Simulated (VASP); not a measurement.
# SiC (Moissanite) (P6_3mc) in VASP: a series of runs, part 2 of 2

VASP 6.6.1. Earlier steps stand in the parts before.

### 3 Single point, PBEsol

This run uses another cell than the first one, of 10.96 Å³/atom, 1.019 times its volume.

The input, INCAR:

```
ALGO = Normal
EDIFF = 1E-7
ENCUT = 520
GGA = PS
ISIF = 2
ISMEAR = 0
LASPH = T
LCHARG = F
LREAL = F
LWAVE = F
NBANDS = 16
NELM = 100
PREC = Accurate
SIGMA = 0.01
```

The input, KPOINTS:

```
k-points
0
Gamma
  12 12 4
```

The input, POSCAR:

```
SiC
1.0
    3.1363290418      0.0000000000      0.0000000000
   -1.5681645209      2.7161406227      0.0000000000
    0.0000000000      0.0000000000      5.1470055276
Si C
2 2
Direct
    0.3333333333      0.6666666667      0.0000000000
    0.6666666667      0.3333333333      0.5000000000
    0.3333333333      0.6666666667      0.3850000000
    0.6666666667      0.3333333333      0.8850000000
```

Potentials or basis: VASP PAW PBE potentials, release 64 (Si, C).

On the command line:

```
> cat potpaw_PBE.64/Si/POTCAR potpaw_PBE.64/C/POTCAR > POTCAR
> mpirun -np 1 vasp_std > vasp.out
```

OUTCAR:

```text
EDIFF = 1E-7
   ENCUT = 520
   GGA = PS
   ISIF = 2
   ISMEAR = 0
   LASPH = T
   LREAL = F
   NELM = 100
   PREC = Accurate

 ion  position               nearest neighbor table
   1  0.333  0.667  0.000-   4 1.91   4 1.91   4 1.91   3 1.98   2 3.15   2 3.15   2 3.15   2 3.15
                             2 3.15   2 3.15
   2  0.667  0.333  0.500-   3 1.91   3 1.91   3 1.91   4 1.98   1 3.15   1 3.15   1 3.15   1 3.15
                             1 3.15   1 3.15
   3  0.333  0.667  0.385-   2 1.91   2 1.91   2 1.91   1 1.98
   4  0.667  0.333  0.885-   1 1.91   1 1.91   1 1.91   2 1.98

  LATTYP: Found a hexagonal cell.
 ALAT       =     3.1363290418
 C/A-ratio  =     1.6410923277

  Lattice vectors:

 A1 = (   3.1363290418,   0.0000000000,   0.0000000000)
 A2 = (  -1.5681645209,   2.7161406227,   0.0000000000)
 A3 = (   0.0000000000,   0.0000000000,   5.1470055276)

Analysis of symmetry for initial positions (statically):
=====================================================================
 Subroutine PRICEL returns:
 Original cell was already a primitive cell.

 Routine SETGRP: Setting up the symmetry group for a
 hexagonal supercell.

 Subroutine GETGRP returns: Found 12 space group operations
 (whereof  6 operations were pure point group operations)
 out of a pool of 24 trial point group operations.

The static configuration has the point symmetry C_3v.
 The point group associated with its full space group is C_6v.

Analysis of symmetry for dynamics (positions and initial velocities):
=====================================================================
 Subroutine PRICEL returns:
 Original cell was already a primitive cell.

 Routine SETGRP: Setting up the symmetry group for a
 hexagonal supercell.

 Subroutine GETGRP returns: Found 12 space group operations
 (whereof  6 operations were pure point group operations)
 out of a pool of 24 trial point group operations.

The dynamic configuration has the point symmetry C_3v.
 The point group associated with its full space group is C_6v.

 Subroutine INISYM returns: Found 12 space group operations
 (whereof  6 operations are pure point group operations),
 and found     1 'primitive' translations

----------------------------------------------------------------------------------------

                                     Primitive cell

  volume of cell :      43.8459

  direct lattice vectors                    reciprocal lattice vectors
     3.136329042  0.000000000  0.000000000     0.318844097  0.184084725  0.000000000
    -1.568164521  2.716140623  0.000000000     0.000000000  0.368169450  0.000000000
     0.000000000  0.000000000  5.147005528     0.000000000  0.000000000  0.194287726

  length of vectors
     3.136329042  3.136329040  5.147005528     0.368169450  0.368169450  0.194287726

  position of ions in fractional coordinates (direct lattice)
     0.333333333  0.666666667  0.000000000
     0.666666667  0.333333333  0.500000000
     0.333333333  0.666666667  0.385000000
[... 31 lines left out ...]
 ===========================================

 Found     57 irreducible k-points:

 Following reciprocal coordinates:
            Coordinates               Weight
  0.000000  0.000000  0.000000      1.000000
  0.083333  0.000000  0.000000      6.000000
  0.166667  0.000000  0.000000      6.000000
  0.250000  0.000000  0.000000      6.000000
  0.333333  0.000000  0.000000      6.000000
  0.416667  0.000000  0.000000      6.000000
[... 16 lines left out ...]
  0.250000  0.000000  0.250000     12.000000
  0.333333  0.000000  0.250000     12.000000
 [... further k-points ...]
   k-points           NKPTS =     57   k-points in BZ     NKDIM =     57   number of bands    NBANDS=     16
   number of dos      NEDOS =    301   number of ions     NIONS =      4
   total plane-waves  NPLWV =  23040
   dimension x,y,z NGX =    24 NGY =   24 NGZ =   40
   dimension x,y,z NGXF=    48 NGYF=   48 NGZF=   80
   ions per type =               2   2
   NGX,Y,Z   is equivalent  to a cutoff of  12.72, 12.72, 12.92 a.u.
   NGXF,Y,Z  is equivalent  to a cutoff of  25.44, 25.44, 25.84 a.u.
 SYSTEM =  unknown system
   PREC   = accura    normal or accurate (medium, high low for compatibility)
   ISTART =      0    job   : 0-new  1-cont  2-samecut
   ICHARG =      2    charge: 1-file 2-atom 10-const
   ISPIN  =      1    spin polarized calculation?
   LNONCOLLINEAR =      F non collinear calculations
   LSORBIT =      F    spin-orbit coupling
   LASPH  =      T    aspherical Exc in radial PAW
   ENCUT  =  520.0 eV  38.22 Ry    6.18 a.u.   5.83  5.83  9.57*2*pi/ulx,y,z
   NELM   =    100;   NELMIN=  2; NELMDL= -5     # of ELM steps
   EDIFF  = 0.1E-06   stopping-criterion for ELM
   LREAL  =      F    real-space projection
   EDIFFG = 0.1E-05   stopping-criterion for IOM
   NSW    =      0    number of steps for IOM
   IBRION =     -1    ionic relax: 0-MD 1-quasi-New 2-CG
   NFREE  =      0    steps in history (QN), initial steepest desc. (CG)
   ISIF   =      2    stress and relaxation
   ISYM   =      2    0-nonsym 1-usesym 2-fastsym
   POTIM  = 0.5000    time-step for ionic-motion
   TEBEG  =    0.0;   TEEND  =   0.0 temperature during run
   PSTRESS=    0.0 pullay stress
   NELECT =      16.0000    total number of electrons
   NUPDOWN=      -1.0000    fix difference up-down
   EMIN   =  10.00;   EMAX   =-10.00  energy-range for DOS
   EFERMI =   0.00;   METHOD = LEGACY
   ISMEAR =     0;   SIGMA  =   0.01  broadening in eV -4-tet -1-fermi 0-gaus
   EFERMI_NEDOS =   21; number of points for ismear=-14 and -15
   IALGO  =     38    algorithm
   IMIX   =      4    mixing-type and parameters
     AMIX     =   0.40;   BMIX     =  1.00
     AMIX_MAG =   1.60;   BMIX_MAG =  1.00
  volume/ion in A,a.u.               =      10.96        73.97
  Fermi-wavevector in a.u.,A,eV,Ry     =   1.169873  2.210739 18.620967  1.368602
  Thomas-Fermi vector in A             =   2.306339
   LORBIT       =      0    0 simple, 1 ext, 2 COOP (PROOUT), +10 PAW based schemes
   GGA     = PS    functional components
   LHFCALC =     F    Hartree Fock is set to
   AEXX    =    0.0000 exact exchange contribution
   IVDW    =     0    specifies the selected vdW correction
   LEPSILON=     F    determine dielectric tensor
   LRPA    =     F    only Hartree local field effects (RPA)
 non-spin polarized calculation
 Gauss-broadening in eV      SIGMA  =   0.01
  energy-cutoff  :      520.00
  volume of cell :       43.85
 maximum number of plane-waves:      1200
 NGX is ok and might be reduce to    24
   NGX = 11   NGY = 11   NGZ = 19

 number of electron      16.0000000 magnetization

 Free energy of the ion-electron system (eV)
  ---------------------------------------------------
  ext. energy  EPLUGINS =         0.00000000
  ---------------------------------------------------
  free energy    TOTEN  =       -31.70235505 eV

  energy without entropy =      -31.70235505  energy(sigma->0) =      -31.70235505

 E-fermi :   7.7561     XC(G=0): -11.2487

 val. band max:        7.7083903113   @ k =   0.0000   0.0000   0.0000
 cond. band min:       9.9731370722   @ k =   0.3333   0.3333   0.0000
 fundamental gap:      2.2647467609
 Fermi energy:         7.7560600125

 k-point     1 :       0.0000    0.0000    0.0000
  band No.  band energies     occupation
      1      -7.5765      2.00000
      2      -4.2545      2.00000
      3      -0.7096      2.00000
      4       6.1797      2.00000
      5       6.1797      2.00000
      6       7.4336      2.00000
[... 433 lines left out ...]
      3       0.5400      2.00000
      4       2.3312      2.00000
      5       2.8238      2.00000
      6       4.8330      2.00000
[... 8 lines left out ...]
     15      18.3723      0.00000
     16      18.7840      0.00000

 [... further k-points ...]

------------------------ aborting loop because EDIFF is reached ----------------------------------------

  FORCE on cell =-STRESS in cart. coord.  units (eV):
  Direction    XX          YY          ZZ          XY          YZ          ZX
  --------------------------------------------------------------------------------------
  -------------------------------------------------------------------------------------
  Total       -2.7616865     -2.7616865     -3.5287890      0.0000000      0.0000000     -0.0000000
  in kB     -100.9151699   -100.9151698   -128.9459695      0.0000000      0.0000000     -0.0000000
  external PRESSURE =    -110.2587697 kB  Pullay stress =       0.0000000 kB

 VOLUME and BASIS-vectors are now :
 -----------------------------------------------------------------------------
  energy-cutoff  :      520.00
  volume of cell :       43.85
      direct lattice vectors                 reciprocal lattice vectors
     3.136329042  0.000000000  0.000000000     0.318844097  0.184084725  0.000000000
    -1.568164521  2.716140623  0.000000000     0.000000000  0.368169450  0.000000000
     0.000000000  0.000000000  5.147005528     0.000000000  0.000000000  0.194287726

 POSITION                                       TOTAL-FORCE (eV/Angst)
 -----------------------------------------------------------------------------------
     -0.00000      1.81076      0.00000         0.000000      0.000000      0.662588
      1.56816      0.90538      2.57350        -0.000000      0.000000      0.662588
     -0.00000      1.81076      1.98160         0.000000      0.000000     -0.662588
      1.56816      0.90538      4.55510        -0.000000     -0.000000     -0.662588
 -----------------------------------------------------------------------------------
    total drift:                               -0.000000      0.000000     -0.000310

  FREE ENERGIE OF THE ION-ELECTRON SYSTEM (eV)
  ---------------------------------------------------
  free  energy   TOTEN  =       -31.7023550545 eV

  energy  without entropy=      -31.7023550545  energy(sigma->0) =      -31.70235505
```

OSZICAR:

```text
N       E                     dE             d eps       ncg     rms          rms(c)
DAV:   1     0.239867325684E+02    0.23987E+02   -0.70413E+03  1824   0.885E+02
DAV:   2    -0.323990352464E+02   -0.56386E+02   -0.51458E+02  2608   0.157E+02
DAV:   3    -0.349910816660E+02   -0.25920E+01   -0.25818E+01  2448   0.307E+01
DAV:   4    -0.350114276690E+02   -0.20346E-01   -0.20342E-01  2128   0.330E+00
DAV:   5    -0.350116392778E+02   -0.21161E-03   -0.21161E-03  2432   0.320E-01    0.116E+01
DAV:   6    -0.318045921627E+02    0.32070E+01   -0.56829E+00  2312   0.145E+01    0.523E+00
DAV:   7    -0.317336745542E+02    0.70918E-01   -0.92073E-01  2568   0.553E+00    0.231E+00
DAV:   8    -0.317055112902E+02    0.28163E-01   -0.47857E-02  2064   0.136E+00    0.553E-01
DAV:   9    -0.317021792832E+02    0.33320E-02   -0.64084E-03  2264   0.534E-01    0.116E-01
DAV:  10    -0.317023474961E+02   -0.16821E-03   -0.74815E-04  2240   0.159E-01    0.547E-02
DAV:  11    -0.317023547978E+02   -0.73017E-05   -0.48406E-05  2240   0.492E-02    0.113E-02
DAV:  12    -0.317023549529E+02   -0.15505E-06   -0.45318E-06  2288   0.138E-02    0.409E-03
DAV:  13    -0.317023550716E+02   -0.11878E-06   -0.63376E-07  2376   0.512E-03    0.229E-03
DAV:  14    -0.317023550545E+02    0.17106E-07   -0.54471E-08  1240   0.161E-03
   1 F= -.31702355E+02 E0= -.31702355E+02  d E =-.132463E-14
```

stdout:

```text
POSCAR found type information on POSCAR SiC
 POSCAR found :  2 types and       4 ions
 scaLAPACK will be used
 -----------------------------------------------------------------------------
|                                                                             |
|                                                                             |
|     You enforced a specific xc type in the INCAR file but a different       |
|     I HOPE YOU KNOW WHAT YOU ARE DOING!                                     |
|                                                                             |
 -----------------------------------------------------------------------------

 LDA part: xc-table for (Slater+PW92), standard interpolation
 POSCAR, INCAR and KPOINTS ok, starting setup
 FFT: planning ... GRIDC
 FFT: planning ... GRID_SOFT
 FFT: planning ... GRID
 WAVECAR not read
 entering main loop
```

Wall time 49 s (1 thread of Intel Xeon 8259CL, shared host); peak memory 0.17 GiB.

What came out:

```
Free energy            : -31.7024 eV
Pressure               : -11.0 GPa
Largest force          : 0.663 eV/Å
Band gap on the k mesh : 2.26 eV, indirect (least direct gap 3.84 eV)
```

Forces in eV/Å, atoms in the order of the input:
```
Si   0.000  0.000  0.663
Si   0.000  0.000  0.663
C    0.000  0.000 -0.663
C    0.000  0.000 -0.663
```

Caveat: the PAW data sets were made with another functional, which shifts forces and pressure a little. A k mesh can miss the band edges.
